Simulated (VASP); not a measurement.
A run of VASP 6.6.1 is set up as follows.

INCAR

```
PREC = Accurate ; ENCUT = 500
EDIFF = 1E-6 ; ISMEAR = -1
SIGMA = 0.03 ; LREAL = False
LASPH = True ; NELM = 120
ALGO = Normal ; ISIF = 2
LWAVE = False ; LCHARG = False
GGA = PE ; NBANDS = 12
GGA_COMPAT = False
```

File KPOINTS:

```
Automatic mesh
0
Gamma
  4 4 5
```

POSCAR

```
As
1.0
    4.5664000000      0.0000000000      0.0000000000
   -2.2832000000      3.9546200000      0.0000000000
    0.0000000000      0.0000000000      2.8337400000
As
2
Direct
    0.3333300000      0.6666700000      0.0000000000
    0.6666700000      0.3333300000      0.0000000000
```

Potentials or basis: VASP PAW PBE potentials, release 64 (As).

The run is started by

```sh
$ cat potpaw_PBE.64/As/POTCAR > POTCAR
$ mpirun -np 1 vasp_std > vasp.out
```

(1) Predict the band gap on the k mesh.

(2) What does it give for the pressure?

Answers

(1) zero (band 5 reaches 6.17 eV, above the bottom of band 6 at 2.66 eV).

(2) -0.5 GPa.

Caveat: the k points lie up to 0.44 Å⁻¹ apart.
